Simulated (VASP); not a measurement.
KTaO3: electric field gradients with LDA

KTaO3:

```
CELL_PARAMETERS angstrom
3.97496 0.00000 0.00000
0.00000 3.97496 0.00000
0.00000 0.00000 3.97496
ATOMIC_POSITIONS crystal
K 0.50000 0.50000 0.50000
Ta 0.00000 0.00000 0.00000
O 0.50000 0.00000 0.00000
O 0.00000 0.50000 0.00000
O 0.00000 0.00000 0.50000
```

- Program: VASP 6.6.1
- Task: electric field gradients
- Functional: LDA
- Potentials or basis: VASP PAW LDA potentials, release 64 (K_sv, Ta_sv_GW, O)
- Cutoff: 520 eV
- k mesh: 5 × 5 × 5
- Occupations: fermi-dirac, width 0.01 eV
- Spin: no spin polarisation
- Dipole correction: no
- Further INCAR settings: ALGO = Normal; EDIFF = 1e-08; NBANDS = 28

The pressure is -2.9 GPa and the band gap on the k mesh is 2.18 eV (least direct gap 2.68 eV). The largest electric field gradient by atom is K -0.0; Ta -0.0; O +12.7 V/Å².

Levels at points of the mesh, in eV from the valence-band top:
| k point | band 18 | band 19 | band 20 | band 21 | band 22 | band 23 |
| --- | --- | --- | --- | --- | --- | --- |
| (0.00, 0.00, 0.00) | -0.50 | -0.50 | -0.50 | 2.18 | 2.18 | 2.18 |

Electric field gradients, principal values (V/Å²):
| atom | least | middle | greatest (by size) |
| --- | --- | --- | --- |
| 1 K | 0.000 | 0.000 | 0.000 |
| 2 Ta | 0.000 | 0.000 | 0.000 |
| 3 O | -6.369 | -6.369 | 12.738 |
| 4 O | -6.369 | -6.369 | 12.738 |
| 5 O | -6.369 | -6.369 | 12.738 |

Wall time 12 s on 1 thread of Intel(R) Xeon(R) 6975P-C (Granite Rapids), on a shared host, peak memory 0.16 GiB.

Caveat: without QUAD_EFG the Cq values of the log hold for a quadrupole moment of 1 mb, not for the nuclei; spin-orbit coupling is left out, which moves the levels of the heavy elements; an odd mesh through Γ misses points on the zone boundary, where band edges can lie.
